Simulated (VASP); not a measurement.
# Sr (a cell with a defect) in VASP: notebook

The runs below take Sr (a cell with a defect) through single point, with PBE.

Everything below comes from runs of VASP 6.6.1. Logs are shortened: lines on timing, memory, paths and dates and some standing lists are left out, and cuts for length are marked.

## (1) The cell of the first run

The cell holds a defect, 7 atoms: a = 8.605 Å, b = 8.605 Å, c = 8.605 Å, α = 60.00°, β = 60.00°, γ = 60.00°.

## (2) Single point, PBE

INCAR reads:

```
SYSTEM = Sr
ALGO = Normal
EDIFF = 1E-6
ENCUT = 520
GGA = PE
ISIF = 2
ISMEAR = 0
LASPH = .True.
LCHARG = .False.
LREAL = .False.
LWAVE = .False.
NBANDS = 44
NELM = 60
PREC = Accurate
SIGMA = 0.1
```

KPOINTS reads:

```
k-points
0
Gamma
  2 2 2
  0 0 0
```

POSCAR reads:

```
Sr
1.0
    0.0000000000      6.0847000000      6.0847000000
    6.0847000000      0.0000000000      6.0847000000
    6.0847000000      6.0847000000      0.0000000000
Sr
7
Direct
    0.0000000000      0.0000000000      0.3889539336
    0.0184535803      0.5400073134     -0.0338101303
   -0.0184535803      0.4599926866      0.5246507634
    0.5400073134      0.0184535803     -0.0338101303
    0.4599926866     -0.0184535803      0.5246507634
    0.5000000000      0.5000000000      0.0197301428
    0.5000000000      0.5000000000      0.4846345752
```

Potentials or basis: VASP PAW PBE potentials, release 64 (Sr_sv).

Launch:

```bash
$ cat potpaw_PBE.64/Sr_sv/POTCAR > POTCAR
$ mpirun -np 1 vasp_std > vasp.out
```

OUTCAR:

```text
SYSTEM = Sr
   EDIFF = 1E-6
   ENCUT = 520
   GGA = PE
   ISIF = 2
   ISMEAR = 0
   LASPH = .True.
   LREAL = .False.
   NELM = 60
   PREC = Accurate

 ion  position               nearest neighbor table
   1  0.000  0.000  0.389-   4 4.26   2 4.26   3 4.26   5 4.26   7 4.38   7 4.38   2 4.57   4 4.57
                             3 4.57   5 4.57
   2  0.018  0.540  0.966-   4 4.12   7 4.16   6 4.22   1 4.26   3 4.36   3 4.36   6 4.42   7 4.47
                             4 4.49   1 4.57
   3  0.982  0.460  0.525-   5 4.12   7 4.16   6 4.22   1 4.26   2 4.36   2 4.36   6 4.42   7 4.47
                             5 4.49   1 4.57
   4  0.540  0.018  0.966-   2 4.12   7 4.16   6 4.22   1 4.26   5 4.36   5 4.36   6 4.42   7 4.47
                             2 4.49   1 4.57
   5  0.460  0.982  0.525-   3 4.12   7 4.16   6 4.22   1 4.26   4 4.36   4 4.36   6 4.42   7 4.47
                             3 4.49   1 4.57
   6  0.500  0.500  0.020-   7 4.00   3 4.22   4 4.22   5 4.22   2 4.22   4 4.42   2 4.42   5 4.42
                             3 4.42   7 4.60
   7  0.500  0.500  0.485-   6 4.00   3 4.16   4 4.16   5 4.16   2 4.16   1 4.38   1 4.38   4 4.47
                             5 4.47   2 4.47   3 4.47   6 4.60

  LATTYP: Found a face centered cubic cell.
 ALAT       =    12.1694000000

  Lattice vectors:

 A1 = (   0.0000000000,   6.0847000000,   6.0847000000)
 A2 = (   6.0847000000,   0.0000000000,   6.0847000000)
 A3 = (   6.0847000000,   6.0847000000,   0.0000000000)

Analysis of symmetry for initial positions (statically):
=====================================================================
 Subroutine PRICEL returns:
 Original cell was already a primitive cell.

 Routine SETGRP: Setting up the symmetry group for a
 face centered cubic supercell.

 Subroutine GETGRP returns: Found  4 space group operations
 (whereof  4 operations were pure point group operations)
 out of a pool of 48 trial point group operations.

The static configuration has the point symmetry C_2v.

Analysis of symmetry for dynamics (positions and initial velocities):
=====================================================================
 Subroutine PRICEL returns:
 Original cell was already a primitive cell.

 Routine SETGRP: Setting up the symmetry group for a
 face centered cubic supercell.

 Subroutine GETGRP returns: Found  4 space group operations
 (whereof  4 operations were pure point group operations)
 out of a pool of 48 trial point group operations.

The dynamic configuration has the point symmetry C_2v.

 Subroutine INISYM returns: Found  4 space group operations
 (whereof  4 operations are pure point group operations),
[... 85 lines left out ...]
   NELM   =     60;   NELMIN=  2; NELMDL= -5     # of ELM steps
   EDIFF  = 0.1E-05   stopping-criterion for ELM
   LREAL  =      F    real-space projection
[... 7 lines left out ...]
   TEBEG  =    0.0;   TEEND  =   0.0 temperature during run
   PSTRESS=    0.0 pullay stress
   NELECT =      70.0000    total number of electrons
   NUPDOWN=      -1.0000    fix difference up-down
   EMIN   =  10.00;   EMAX   =-10.00  energy-range for DOS
   EFERMI =   0.00;   METHOD = LEGACY
   ISMEAR =     0;   SIGMA  =   0.10  broadening in eV -4-tet -1-fermi 0-gaus
   EFERMI_NEDOS =   21; number of points for ismear=-14 and -15
   IALGO  =     38    algorithm
   IMIX   =      4    mixing-type and parameters
     AMIX     =   0.40;   BMIX     =  1.00
     AMIX_MAG =   1.60;   BMIX_MAG =  1.00
  volume/ion in A,a.u.               =      64.36       434.36
  Fermi-wavevector in a.u.,A,eV,Ry     =   0.880086  1.663121 10.538406  0.774551
  Thomas-Fermi vector in A             =   2.000398
   LORBIT       =      0    0 simple, 1 ext, 2 COOP (PROOUT), +10 PAW based schemes
   GGA     = PE    functional components
   LHFCALC =     F    Hartree Fock is set to
   AEXX    =    0.0000 exact exchange contribution
   IVDW    =     0    specifies the selected vdW correction
   LEPSILON=     F    determine dielectric tensor
   LRPA    =     F    only Hartree local field effects (RPA)
 non-spin polarized calculation
 Gauss-broadening in eV      SIGMA  =   0.10
  energy-cutoff  :      520.00
  volume of cell :      450.55
 maximum number of plane-waves:     12150
 NGX is ok and might be reduce to    64
   NGX = 31   NGY = 31   NGZ = 31

 number of electron      70.0000000 magnetization

 Free energy of the ion-electron system (eV)
  ---------------------------------------------------
  ext. energy  EPLUGINS =         0.00000000
  ---------------------------------------------------
  free energy    TOTEN  =       -10.71321539 eV

  energy without entropy =      -10.67465357  energy(sigma->0) =      -10.69393448

 E-fermi :   0.8858     XC(G=0):  -6.8421

 val. band max:        0.8625958337   @ k =   0.5000   0.0000   0.0000
 cond. band min:       0.9148718386   @ k =   0.0000   0.0000   0.0000
 fundamental gap:      0.0522760049
 Fermi energy:         0.8857629859

 k-point     1 :       0.0000    0.0000    0.0000
  band No.  band energies     occupation
      1     -35.9595      2.00000
      2     -35.8963      2.00000
      3     -35.8928      2.00000
      4     -35.8913      2.00000
      5     -35.8881      2.00000
      6     -35.8260      2.00000
[... 224 lines left out ...]
     43       2.2346      0.00000
     44       2.2652      0.00000

------------------------ aborting loop because EDIFF is reached ----------------------------------------

  FORCE on cell =-STRESS in cart. coord.  units (eV):
  Direction    XX          YY          ZZ          XY          YZ          ZX
  --------------------------------------------------------------------------------------
  -------------------------------------------------------------------------------------
  Total       -1.3270689     -1.3270689     -1.6826348     -0.4364320      0.0000000      0.0000000
  in kB       -4.7190713     -4.7190713     -5.9834675     -1.5519569      0.0000000      0.0000000
  external PRESSURE =      -5.1405367 kB  Pullay stress =       0.0000000 kB

 VOLUME and BASIS-vectors are now :
 -----------------------------------------------------------------------------
  energy-cutoff  :      520.00
  volume of cell :      450.55
      direct lattice vectors                 reciprocal lattice vectors
     0.000000000  6.084700000  6.084700000    -0.082173320  0.082173320  0.082173320
     6.084700000  0.000000000  6.084700000     0.082173320 -0.082173320  0.082173320
     6.084700000  6.084700000  0.000000000     0.082173320  0.082173320 -0.082173320

 POSITION                                       TOTAL-FORCE (eV/Angst)
 -----------------------------------------------------------------------------------
      2.36667      2.36667      0.00000         0.045712      0.045712     -0.000000
      9.16476      5.99126      3.39807        -0.008260     -0.008218     -0.002953
      5.99126      9.16476      8.77133        -0.008218     -0.008260      0.002953
      5.99126      9.16476      3.39807        -0.008218     -0.008260     -0.002953
      9.16476      5.99126      8.77133        -0.008260     -0.008218      0.002953
      3.16240      3.16240      6.08470        -0.007603     -0.007603     -0.000000
      5.99121      5.99121      6.08470        -0.005153     -0.005153     -0.000000
 -----------------------------------------------------------------------------------
    total drift:                               -0.000048     -0.000048      0.000000

  FREE ENERGIE OF THE ION-ELECTRON SYSTEM (eV)
  ---------------------------------------------------
  free  energy   TOTEN  =       -10.7132153943 eV

  energy  without entropy=      -10.6746535667  energy(sigma->0) =      -10.69393448
```

OSZICAR:

```text
N       E                     dE             d eps       ncg     rms          rms(c)
DAV:   1     0.521433173211E+03    0.52143E+03   -0.31327E+04   472   0.132E+03
DAV:   2     0.405254763278E+02   -0.48091E+03   -0.47421E+03   500   0.325E+02
DAV:   3    -0.559903276482E+01   -0.46125E+02   -0.45667E+02   616   0.709E+01
DAV:   4    -0.105715823989E+02   -0.49725E+01   -0.49543E+01   704   0.225E+01
DAV:   5    -0.108288175215E+02   -0.25724E+00   -0.25714E+00   648   0.408E+00    0.292E+01
DAV:   6    -0.107157459362E+02    0.11307E+00   -0.37066E-01   608   0.233E+00    0.157E+01
DAV:   7    -0.107123053589E+02    0.34406E-02   -0.30573E-01   576   0.225E+00    0.166E+00
DAV:   8    -0.107127843075E+02   -0.47895E-03   -0.42747E-02   632   0.645E-01    0.405E-01
DAV:   9    -0.107130349794E+02   -0.25067E-03   -0.18581E-03   616   0.144E-01    0.155E-01
DAV:  10    -0.107131963765E+02   -0.16140E-03   -0.23523E-04   648   0.683E-02    0.429E-02
DAV:  11    -0.107132073515E+02   -0.10975E-04   -0.31963E-05   648   0.172E-02    0.154E-02
DAV:  12    -0.107132145385E+02   -0.71870E-05   -0.54545E-06   448   0.957E-03    0.570E-03
DAV:  13    -0.107132153943E+02   -0.85578E-06   -0.12011E-06   352   0.489E-03
   1 F= -.10713215E+02 E0= -.10693934E+02  d E =-.385618E-01
```

stdout:

```text
POSCAR found type information on POSCAR Sr
 POSCAR found :  1 types and       7 ions
 scaLAPACK will be used
 LDA part: xc-table for (Slater+PW92), standard interpolation
 POSCAR, INCAR and KPOINTS ok, starting setup
 FFT: planning ... GRIDC
 FFT: planning ... GRID_SOFT
 FFT: planning ... GRID
 WAVECAR not read
 entering main loop
```

It took 2.2 min on 1 thread of Intel Xeon Platinum 8375C at 2.90GHz (Ice Lake), shared host; peak memory 0.58 GiB.

What came out:

```yaml
Free_energy: -10.7132 eV
Pressure: -0.5 GPa
Largest_force: 0.065 eV/Å
Band_gap_on_the_k_mesh: zero (bands 35 and 36 overlap by 0.33 eV)
```

Forces in eV/Å, atoms in the order of the input:
```
Sr   0.046  0.046  0.000
Sr  -0.008 -0.008 -0.003
Sr  -0.008 -0.008  0.003
Sr  -0.008 -0.008 -0.003
Sr  -0.008 -0.008  0.003
Sr  -0.008 -0.008  0.000
Sr  -0.005 -0.005  0.000
```

Caveat: the k points lie up to 0.45 Å⁻¹ apart.

## (3) Single point, PBE

INCAR: that of step 2 with these lines changed.

```diff
@@ -12,3 +12,3 @@
 NBANDS = 44
-NELM = 60
+NELM = 100
 PREC = Accurate
```

KPOINTS is that of step 2.

POSCAR reads:

```
Sr
1.0
    0.0000000000      6.0847000000      6.0847000000
    6.0847000000      0.0000000000      6.0847000000
    6.0847000000      6.0847000000      0.0000000000
Sr
7
Direct
    0.0000000000      0.0000000000      0.1110462307
    0.0184536625      0.5400073956     -0.0246508456
   -0.0184536625      0.4599926044      0.5338102125
    0.5400073956      0.0184536625     -0.0246508456
    0.4599926044     -0.0184536625      0.5338102125
    0.5000000000      0.5000000000      0.0153652604
    0.5000000000      0.5000000000      0.4802698572
```

Potentials or basis: VASP PAW PBE potentials, release 64 (Sr_sv).

Launch:

```bash
$ cat potpaw_PBE.64/Sr_sv/POTCAR > POTCAR
$ mpirun -np 1 vasp_std > vasp.out
```

It took 1.9 min on 1 thread of Intel Xeon Platinum 8375C at 2.90GHz (Ice Lake), shared host; peak memory 0.6 GiB.

The run converged. Its results:

* Free energy: -10.7132 eV
* Pressure: -0.5 GPa
* Largest force: 0.065 eV/Å
* Band gap on the k mesh: zero (bands 35 and 36 overlap by 0.33 eV)

Forces on the atoms (eV/Å):
```
Sr  -0.046 -0.046  0.000
Sr   0.008  0.008 -0.003
Sr   0.008  0.008  0.003
Sr   0.008  0.008 -0.003
Sr   0.008  0.008  0.003
Sr   0.005  0.005  0.000
Sr   0.008  0.008  0.000
```

Stress tensor (GPa, compression positive):
```
-0.47 -0.16  0.00
-0.16 -0.47  0.00
 0.00  0.00 -0.60
```

Levels at points of the mesh, in eV from the Fermi level:
| k point | band 31 | band 32 | band 33 | band 34 | band 35 | band 36 | band 37 | band 38 | band 39 | band 40 |
| --- | --- | --- | --- | --- | --- | --- | --- | --- | --- | --- |
| (0.00, 0.00, 0.00) | -0.78 | -0.77 | -0.62 | -0.13 | -0.11 | 0.03 | 0.09 | 0.25 | 0.27 | 0.34 |
| (0.50, 0.00, 0.00) | -0.65 | -0.61 | -0.49 | -0.39 | -0.33 | -0.02 | 0.43 | 0.46 | 0.61 | 0.68 |
| (0.00, 0.00, 0.50) | -0.69 | -0.54 | -0.53 | -0.34 | -0.34 | -0.04 | 0.34 | 0.55 | 0.56 | 0.70 |
| (0.50, 0.50, 0.00) | -1.23 | -1.09 | -1.05 | -0.59 | 0.23 | 0.59 | 0.66 | 0.73 | 0.75 | 0.87 |
| (0.00, 0.50, 0.50) | -1.17 | -1.10 | -1.05 | -0.65 | 0.30 | 0.53 | 0.63 | 0.68 | 0.85 | 0.97 |

Caveat: the k points lie up to 0.45 Å⁻¹ apart.
